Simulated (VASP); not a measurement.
The system is Ag2O.

```
Ag O
1.0
     4.71800    0.00000    0.00000
     0.00000    4.71800    0.00000
     0.00000    0.00000    4.71800
Ag O
4 2
Cartesian
  1.1795 1.1795 1.1795
  1.1795 3.5385 3.5385
  3.5385 3.5385 1.1795
  3.5385 1.1795 3.5385
  0.0000 0.0000 0.0000
  2.3590 2.3590 2.3590
```

- Program: VASP 6.6.1
- Task: relaxation of volume and atoms at fixed shape
- Functional: LDA
- Potentials or basis: VASP PAW LDA potentials, release 64 (Ag, O)
- Cutoff: 600 eV
- k mesh: 4 × 4 × 4
- Occupations: fermi-dirac, width 0.01 eV
- Spin: no spin polarisation

At the start: pressure -4.6 GPa; volume 17.50 Å³/atom.

Task: Where does the relaxation end?

Result: Over 3 steps the energy falls by 13.1 meV/atom and the volume is 16.63 Å³/atom (-5.0 %); space group Pn-3m (No. 224, to 0.1 Å) before and after.

The path:
```csv
step,energy change (eV),largest force (eV/Å),pressure (GPa),volume (Å³)
1,0.0000,0.0000,-4.59,105.02
2,-0.0620,0.0000,2.48,97.58
3,-0.0789,0.0000,0.00,99.81
```

Final structure:
```
Ag O
1.0
     4.63864    0.00000    0.00000
     0.00000    4.63864    0.00000
     0.00000    0.00000    4.63864
Ag O
4 2
Direct
  0.25000 0.25000 0.25000
  0.25000 0.75000 0.75000
  0.75000 0.75000 0.25000
  0.75000 0.25000 0.75000
  0.00000 0.00000 0.00000
  0.50000 0.50000 0.50000
```
